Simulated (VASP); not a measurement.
# Ti3N5 in VASP: a series of runs

Runs on Ti3N5. Level: PBE. Tasks: single point.

Program: VASP 6.6.1. These are calculated values, not measurements. Logs are shortened: lines on timing, memory, paths and dates and some standing lists are left out, and cuts for length are marked.

### Step 1. The cell of the first run

The cell holds a slab with vacuum, 8 atoms: a = 3.003 Å, b = 3.003 Å, c = 24.123 Å, α = 90.00°, β = 90.00°, γ = 120.00°.

### Step 2. Single point, PBE, collinear spin

File INCAR:

```
  ALGO = Fast
  DIPOL = 0.5 0.5 0.341
  EDIFF = 1E-6
  ENCUT = 520
  GGA = PE
  IDIPOL = 3
  ISIF = 2
  ISMEAR = 0
  ISPIN = 2
  LASPH = True
  LCHARG = False
  LDIPOL = True
  LMAXMIX = 4
  LORBIT = 11
  LREAL = False
  LWAVE = False
  MAGMOM = 0 0 0 0 3 0 0 0
  NBANDS = 44
  NELM = 150
  PREC = Accurate
  SIGMA = 0.1
```

File KPOINTS:

```
k-points
0
Gamma
  9 9 1
```

File POSCAR:

```
Ti3N5
1.0
    3.0028555063      0.0000000000      0.0000000000
   -1.5014277532      2.6005491524      0.0000000000
    0.0000000000      0.0000000000     24.1233847547
N Ti
5 3
Direct
    0.3333333333      0.6666666667      0.1658142106
    0.0000000000      0.0000000000      0.2674509120
    0.6666666667      0.3333333333      0.3654788005
    0.3333333333      0.6666666667      0.4611038156
    0.6666666667      0.3333333333      0.5025573682
    0.6666666667      0.3333333333      0.2166325614
    0.3333333333      0.6666666667      0.3190139885
    0.0000000000      0.0000000000      0.4290633808
```

Potentials or basis: VASP PAW PBE potentials, release 64 (N, Ti_sv).

Launch:

```sh
$ cat potpaw_PBE.64/N/POTCAR potpaw_PBE.64/Ti_sv/POTCAR > POTCAR
$ mpirun -np 1 vasp_std > vasp.out
```

OUTCAR:

```text
EDIFF = 1E-6
   ENCUT = 520
   GGA = PE
   ISIF = 2
   ISMEAR = 0
   ISPIN = 2
   LASPH = True
   LORBIT = 11
   LREAL = False
   NELM = 150
   PREC = Accurate

 ion  position               nearest neighbor table
   1  0.333  0.667  0.166-   6 2.12   6 2.12   6 2.12
   2  0.000  0.000  0.267-   6 2.12   6 2.12   6 2.12   7 2.13   7 2.13   7 2.13
   3  0.667  0.333  0.365-   7 2.06   7 2.06   7 2.06   8 2.31   8 2.31   8 2.31
   4  0.333  0.667  0.461-   8 1.90   8 1.90   8 1.90
   5  0.667  0.333  0.503-
   6  0.667  0.333  0.217-   2 2.12   2 2.12   2 2.12   1 2.12   1 2.12   1 2.12
   7  0.333  0.667  0.319-   3 2.06   3 2.06   3 2.06   2 2.13   2 2.13   2 2.13
   8  0.000  0.000  0.429-   4 1.90   4 1.90   4 1.90   3 2.31   3 2.31   3 2.31

  LATTYP: Found a hexagonal cell.
 ALAT       =     3.0028555063
 C/A-ratio  =     8.0334816990

  Lattice vectors:

 A1 = (   3.0028555063,   0.0000000000,   0.0000000000)
 A2 = (  -1.5014277532,   2.6005491524,   0.0000000000)
 A3 = (   0.0000000000,   0.0000000000,  24.1233847547)

Analysis of symmetry for initial positions (statically):
=====================================================================
 Subroutine PRICEL returns:
 Original cell was already a primitive cell.

 Routine SETGRP: Setting up the symmetry group for a
 hexagonal supercell.

 Subroutine GETGRP returns: Found  6 space group operations
 (whereof  6 operations were pure point group operations)
 out of a pool of 24 trial point group operations.

The static configuration has the point symmetry C_3v.

Analysis of symmetry for dynamics (positions and initial velocities):
=====================================================================
 Subroutine PRICEL returns:
 Original cell was already a primitive cell.

 Routine SETGRP: Setting up the symmetry group for a
 hexagonal supercell.

 Subroutine GETGRP returns: Found  6 space group operations
 (whereof  6 operations were pure point group operations)
 out of a pool of 24 trial point group operations.

The dynamic configuration has the point symmetry C_3v.

Analysis of structural, dynamic, and magnetic symmetry:
=====================================================================
 Subroutine PRICEL returns:
 Original cell was already a primitive cell.

 Routine SETGRP: Setting up the symmetry group for a
 hexagonal supercell.

 Subroutine GETGRP returns: Found  6 space group operations
 (whereof  6 operations were pure point group operations)
 out of a pool of 24 trial point group operations.

The overall configuration has the point symmetry C_3v.

 Subroutine INISYM returns: Found  6 space group operations
 (whereof  6 operations are pure point group operations),
 and found     1 'primitive' translations

----------------------------------------------------------------------------------------

                                     Primitive cell

  volume of cell :     188.3813

  direct lattice vectors                    reciprocal lattice vectors
     3.002855506  0.000000000  0.000000000     0.333016357  0.192267083  0.000000000
    -1.501427753  2.600549152  0.000000000     0.000000000  0.384534166  0.000000000
     0.000000000  0.000000000 24.123384755     0.000000000  0.000000000  0.041453553

  length of vectors
     3.002855506  3.002855506 24.123384755     0.384534166  0.384534166  0.041453553

  position of ions in fractional coordinates (direct lattice)
     0.333333333  0.666666667  0.165814211
     0.000000000  0.000000000  0.267450912
     0.666666667  0.333333333  0.365478800
     0.333333333  0.666666667  0.461103816
     0.666666667  0.333333333  0.502557368
     0.666666667  0.333333333  0.216632561
     0.333333333  0.666666667  0.319013988
     0.000000000  0.000000000  0.429063381

  ion indices of the primitive-cell ions
   primitive index   ion index
                 1           1
                 2           2
                 3           3
                 4           4
[... 51 lines left out ...]
   NGX,Y,Z   is equivalent  to a cutoff of  13.29, 13.29, 12.40 a.u.
   NGXF,Y,Z  is equivalent  to a cutoff of  26.57, 26.57, 24.81 a.u.
 SYSTEM =  unknown system
   PREC   = accura    normal or accurate (medium, high low for compatibility)
   ISTART =      0    job   : 0-new  1-cont  2-samecut
   ICHARG =      2    charge: 1-file 2-atom 10-const
   ISPIN  =      2    spin polarized calculation?
   LNONCOLLINEAR =      F non collinear calculations
   LSORBIT =      F    spin-orbit coupling
   LASPH  =      T    aspherical Exc in radial PAW
   ENCUT  =  520.0 eV  38.22 Ry    6.18 a.u.   5.58  5.58 44.85*2*pi/ulx,y,z
   NELM   =    150;   NELMIN=  2; NELMDL= -5     # of ELM steps
   EDIFF  = 0.1E-05   stopping-criterion for ELM
   LREAL  =      F    real-space projection
   EDIFFG = 0.1E-04   stopping-criterion for IOM
   NSW    =      0    number of steps for IOM
   IBRION =     -1    ionic relax: 0-MD 1-quasi-New 2-CG
   NFREE  =      0    steps in history (QN), initial steepest desc. (CG)
   ISIF   =      2    stress and relaxation
   ISYM   =      2    0-nonsym 1-usesym 2-fastsym
   POTIM  = 0.5000    time-step for ionic-motion
   TEBEG  =    0.0;   TEEND  =   0.0 temperature during run
   PSTRESS=    0.0 pullay stress
   NELECT =      61.0000    total number of electrons
   NUPDOWN=      -1.0000    fix difference up-down
   EMIN   =  10.00;   EMAX   =-10.00  energy-range for DOS
   EFERMI =   0.00;   METHOD = LEGACY
   ISMEAR =     0;   SIGMA  =   0.10  broadening in eV -4-tet -1-fermi 0-gaus
   EFERMI_NEDOS =   21; number of points for ismear=-14 and -15
   IALGO  =     68    algorithm
   IMIX   =      4    mixing-type and parameters
     AMIX     =   0.40;   BMIX     =  1.00
     AMIX_MAG =   1.60;   BMIX_MAG =  1.00
  volume/ion in A,a.u.               =      23.55       158.91
  Fermi-wavevector in a.u.,A,eV,Ry     =   1.124188  2.124407 17.195018  1.263798
  Thomas-Fermi vector in A             =   2.260858
   LORBIT       =     11    0 simple, 1 ext, 2 COOP (PROOUT), +10 PAW based schemes
   GGA     = PE    functional components
   LHFCALC =     F    Hartree Fock is set to
   AEXX    =    0.0000 exact exchange contribution
   IVDW    =     0    specifies the selected vdW correction
   LEPSILON=     F    determine dielectric tensor
   LRPA    =     F    only Hartree local field effects (RPA)
 spin polarized calculation
 RMM-DIIS sequential band-by-band and
 Gauss-broadening in eV      SIGMA  =   0.10
  energy-cutoff  :      520.00
  volume of cell :      188.38
 maximum number of plane-waves:      5137
 NGX is ok and might be reduce to    24
   NGX = 11   NGY = 11   NGZ = 89

 dipolmoment           0.000000      0.000000      0.073502 electrons x Angstroem

 number of electron      61.0000012 magnetization       0.7001708

 dipolmoment           0.000000      0.000000     -0.073823 electrons x Angstroem

 Free energy of the ion-electron system (eV)
  ---------------------------------------------------
  ext. energy  EPLUGINS =         0.00000000
  ---------------------------------------------------
  free energy    TOTEN  =       -66.36690623 eV

  energy without entropy =      -66.34299333  energy(sigma->0) =      -66.35494978

 E-fermi :  -0.7467     XC(G=0):  -5.6108

 val. band max:       -0.7495442790   @ k =   0.1111   0.1111   0.0000
 cond. band min:      -0.7219201167   @ k =   0.0000   0.0000   0.0000
 fundamental gap:      0.0276241623
 Fermi energy:        -0.7467185369

 spin component 1

 k-point     1 :       0.0000    0.0000    0.0000
  band No.  band energies     occupation
      1     -58.5858      1.00000
      2     -58.3163      1.00000
      3     -57.3699      1.00000
      4     -34.9701      1.00000
      5     -34.6780      1.00000
      6     -34.6300      1.00000
[... 529 lines left out ...]
     41       2.5243      0.00000
     42       3.1966      0.00000
 Fermi energy:        -0.7467185369

 spin component 2

 k-point     1 :       0.0000    0.0000    0.0000
  band No.  band energies     occupation
      1     -58.5337      1.00000
      2     -58.2948      1.00000
      3     -57.3989      1.00000
      4     -34.9099      1.00000
      5     -34.6599      1.00000
      6     -34.5870      1.00000
[... 529 lines left out ...]
     41       2.5363      0.00000
     42       3.2381      0.00000
 [bands above 42 left out]

------------------------ aborting loop because EDIFF is reached ----------------------------------------

 vacuum level on the upper side and lower side of the slab       (xc-potential included)        -1.147         0.513

  FORCE on cell =-STRESS in cart. coord.  units (eV):
  Direction    XX          YY          ZZ          XY          YZ          ZX
  --------------------------------------------------------------------------------------
  -------------------------------------------------------------------------------------
  Total        5.0901520      5.0901520     -4.6953032     -0.0000000     -0.0000000      0.0000000
  in kB       43.2915954     43.2915954    -39.9334174     -0.0000000     -0.0000000      0.0000000
  external PRESSURE =      15.5499244 kB  Pullay stress =       0.0000000 kB

 VOLUME and BASIS-vectors are now :
 -----------------------------------------------------------------------------
  energy-cutoff  :      520.00
  volume of cell :      188.38
      direct lattice vectors                 reciprocal lattice vectors
     3.002855506  0.000000000  0.000000000     0.333016357  0.192267083  0.000000000
    -1.501427753  2.600549152  0.000000000     0.000000000  0.384534166  0.000000000
     0.000000000  0.000000000 24.123384755     0.000000000  0.000000000  0.041453553

 POSITION                                       TOTAL-FORCE (eV/Angst)
 -----------------------------------------------------------------------------------
     -0.00000      1.73370      4.00000         0.000000     -0.000000      4.267299
      0.00000      0.00000      6.45182         0.000000     -0.000000      1.105579
      1.50143      0.86685      8.81659         0.000000     -0.000000      0.652852
     -0.00000      1.73370     11.12338        -0.000000     -0.000000      0.691074
      1.50143      0.86685     12.12338         0.000000     -0.000000     -1.060482
      1.50143      0.86685      5.22591        -0.000000      0.000000     -5.470628
     -0.00000      1.73370      7.69570        -0.000000      0.000000     -0.416679
      0.00000      0.00000     10.35046         0.000000      0.000000      0.230986
 -----------------------------------------------------------------------------------
    total drift:                                0.000000     -0.000000      0.001269

  FREE ENERGIE OF THE ION-ELECTRON SYSTEM (eV)
  ---------------------------------------------------
  free  energy   TOTEN  =       -66.3669062283 eV

  energy  without entropy=      -66.3429933286  energy(sigma->0) =      -66.35494978

 vacuum level on the upper side and lower side of the slab         5.294         7.002

 total charge

# of ion       s       p       d       tot
------------------------------------------
    1        1.310   2.200   0.000   3.511
    2        1.253   2.495   0.000   3.748
    3        1.251   2.479   0.000   3.730
    4        1.310   2.385   0.000   3.695
    5        1.407   1.945   0.000   3.353
    6        2.193   6.225   1.891  10.310
    7        2.197   6.251   1.922  10.370
    8        2.206   6.249   2.088  10.542
--------------------------------------------------
tot         13.128  30.230   5.901  49.258

 magnetization (x)

# of ion       s       p       d       tot
------------------------------------------
    1        0.005   0.096   0.000   0.100
    2        0.001   0.016   0.000   0.017
    3        0.001   0.009   0.000   0.009
    4        0.009   0.027   0.000   0.036
    5        0.008   0.313   0.000   0.321
    6        0.001   0.002  -0.031  -0.028
    7        0.001   0.001   0.051   0.053
    8        0.002   0.000   0.023   0.025
--------------------------------------------------
tot          0.028   0.463   0.043   0.534
```

It took 14 min on 1 thread of Oxide Virtual Turin-like, shared host; peak memory 0.45 GiB.

Results:

```
Free energy                                           : -66.3669 eV
Largest force                                         : 5.471 eV/Å
Net moment                                            : 0.70 μB per cell
Site moments                                          : N +0.10, +0.02, +0.01, +0.04, +0.32; Ti -0.03, +0.05, +0.03 μB
Valence electrons inside the program's atomic spheres : N 3.51, 3.75, 3.73, 3.69, 3.35; Ti 10.31, 10.37, 10.54
```

Forces in eV/Å, atoms in the order of the input:
```
N    0.000  0.000  4.267
N    0.000  0.000  1.106
N    0.000  0.000  0.653
N    0.000  0.000  0.691
N    0.000  0.000 -1.060
Ti   0.000  0.000 -5.471
Ti   0.000  0.000 -0.417
Ti   0.000  0.000  0.231
```

Caveat: a moment this small can come from the mesh or the smearing.

### Step 3. Single point, PBE, collinear spin

File INCAR:

```
ALGO = Normal
DIPOL = 0.5 0.5 0.344
EDIFF = 1E-6
ENCUT = 520
GGA = PE
IDIPOL = 3
ISIF = 2
ISMEAR = 0
ISPIN = 2
LASPH = T
LCHARG = T
LDIPOL = T
LELF = T
LMAXMIX = 4
LORBIT = 11
LREAL = F
LVACPOTAV = T
LVHAR = T
LWAVE = F
MAGMOM = 0 0 0 0 3 0 0 0
NBANDS = 44
NELM = 150
PREC = Accurate
SIGMA = 0.1
```

KPOINTS is that of step 2.

POSCAR, as its differences from that of step 2:

```diff
@@ -12,3 +12,3 @@
     0.3333333333      0.6666666667      0.4611038156
-    0.6666666667      0.3333333333      0.5025573682
+    0.6666666667      0.3333333333      0.5311603195
     0.6666666667      0.3333333333      0.2166325614
```

Potentials or basis: VASP PAW PBE potentials, release 64 (N, Ti_sv).

Launch:

```sh
$ cat potpaw_PBE.64/N/POTCAR potpaw_PBE.64/Ti_sv/POTCAR > POTCAR
$ mpirun -np 1 vasp_std > vasp.out
```

OUTCAR:

```text
EDIFF = 1E-6
   ENCUT = 520
   GGA = PE
   ISIF = 2
   ISMEAR = 0
   ISPIN = 2
   LASPH = T
   LORBIT = 11
   LREAL = F
   NELM = 150
   PREC = Accurate

 ion  position               nearest neighbor table
   1  0.333  0.667  0.166-   6 2.12   6 2.12   6 2.12
   2  0.000  0.000  0.267-   6 2.12   6 2.12   6 2.12   7 2.13   7 2.13   7 2.13
   3  0.667  0.333  0.365-   7 2.06   7 2.06   7 2.06   8 2.31   8 2.31   8 2.31
   4  0.333  0.667  0.461-   8 1.90   8 1.90   8 1.90
   5  0.667  0.333  0.531-
   6  0.667  0.333  0.217-   2 2.12   2 2.12   2 2.12   1 2.12   1 2.12   1 2.12
   7  0.333  0.667  0.319-   3 2.06   3 2.06   3 2.06   2 2.13   2 2.13   2 2.13
   8  0.000  0.000  0.429-   4 1.90   4 1.90   4 1.90   3 2.31   3 2.31   3 2.31

[... 1321 lines left out ...]
      1.50143      0.86685      5.22591         0.000000     -0.000000     -5.707783
     -0.00000      1.73370      7.69570        -0.000000     -0.000000     -0.068195
      0.00000      0.00000     10.35046         0.000000     -0.000000     -0.824882
 -----------------------------------------------------------------------------------
    total drift:                                0.000000     -0.000000      0.000115

  FREE ENERGIE OF THE ION-ELECTRON SYSTEM (eV)
  ---------------------------------------------------
  free  energy   TOTEN  =       -67.0805092969 eV

  energy  without entropy=      -67.0713399677  energy(sigma->0) =      -67.07592463

 vacuum level on the upper side and lower side of the slab         5.884         6.996

 total charge

# of ion       s       p       d       tot
------------------------------------------
    1        1.311   2.200   0.000   3.511
    2        1.253   2.497   0.000   3.750
    3        1.251   2.478   0.000   3.728
    4        1.308   2.441   0.000   3.749
    5        1.374   1.932   0.000   3.306
    6        2.193   6.225   1.894  10.312
    7        2.198   6.254   1.902  10.354
    8        2.227   6.262   1.988  10.476
--------------------------------------------------
tot         13.114  30.288   5.784  49.187

 magnetization (x)

# of ion       s       p       d       tot
------------------------------------------
    1       -0.000  -0.008   0.000  -0.009
    2        0.000   0.004   0.000   0.004
    3        0.001   0.006   0.000   0.007
    4        0.022   0.063   0.000   0.085
    5        0.040   1.770   0.000   1.811
    6       -0.000   0.000   0.001   0.001
    7        0.000   0.000   0.003   0.003
    8        0.004   0.003   0.132   0.140
--------------------------------------------------
tot          0.068   1.838   0.136   2.042
```

OSZICAR:

```text
N       E                     dE             d eps       ncg     rms          rms(c)
DAV:   1     0.806169797698E+03    0.80617E+03   -0.30915E+04  2264   0.140E+03
DAV:   2     0.496431269475E+02   -0.75653E+03   -0.71560E+03  2324   0.441E+02
DAV:   3    -0.735188051334E+02   -0.12316E+03   -0.11783E+03  3216   0.165E+02
[... 29 lines left out ...]
DAV:  33    -0.670804549621E+02   -0.53573E-05   -0.39937E-07  1404   0.294E-03    0.261E-03
DAV:  34    -0.670804713388E+02   -0.16377E-04   -0.48776E-07  1432   0.346E-03    0.155E-03
DAV:  35    -0.670804942224E+02   -0.22884E-04   -0.96077E-07  1684   0.308E-03    0.981E-04
DAV:  36    -0.670805040077E+02   -0.97853E-05   -0.22176E-07  1472   0.169E-03    0.642E-04
DAV:  37    -0.670805087216E+02   -0.47140E-05   -0.23397E-07  1440   0.157E-03    0.254E-04
DAV:  38    -0.670805092969E+02   -0.57529E-06   -0.67583E-08  1344   0.806E-04
   1 F= -.67080509E+02 E0= -.67075925E+02  d E =-.916933E-02  mag=     2.9119
```

It took 20 min on 1 thread of Oxide Virtual Turin-like, shared host; peak memory 0.43 GiB.

What came out:

| Quantity | Value |
| --- | --- |
| Free energy | -67.0805 eV |
| Largest force | 5.708 eV/Å |
| Net moment | 2.91 μB per cell |
| Site moments | N -0.01, +0.00, +0.01, +0.09, +1.81; Ti +0.00, +0.14 (each value once) μB |
| Valence electrons inside the program's atomic spheres | N 3.51, 3.75, 3.73, 3.31 (each value once); Ti 10.31, 10.35, 10.48 |

Forces in eV/Å, atoms in the order of the input:
```
N    0.000  0.000  4.368
N    0.000  0.000  1.265
N    0.000  0.000  0.418
N    0.000  0.000 -0.422
N    0.000  0.000  0.973
Ti   0.000  0.000 -5.708
Ti   0.000  0.000 -0.068
Ti   0.000  0.000 -0.825
```

Levels at points of the mesh, in eV from the Fermi level:
Spin up:
```csv
k point,band 30,band 31,band 32,band 33,band 34,band 35
"(0.00, 0.00, 0.00)",-0.32,0.06,0.06,0.32,0.32,1.13
```
Spin down:
| k point | band 26 | band 27 | band 28 | band 29 | band 30 | band 31 | band 32 | band 33 |
| --- | --- | --- | --- | --- | --- | --- | --- | --- |
| (0.00, 0.00, 0.00) | -2.25 | -0.79 | 0.05 | 0.05 | 0.32 | 0.32 | 1.06 | 1.56 |
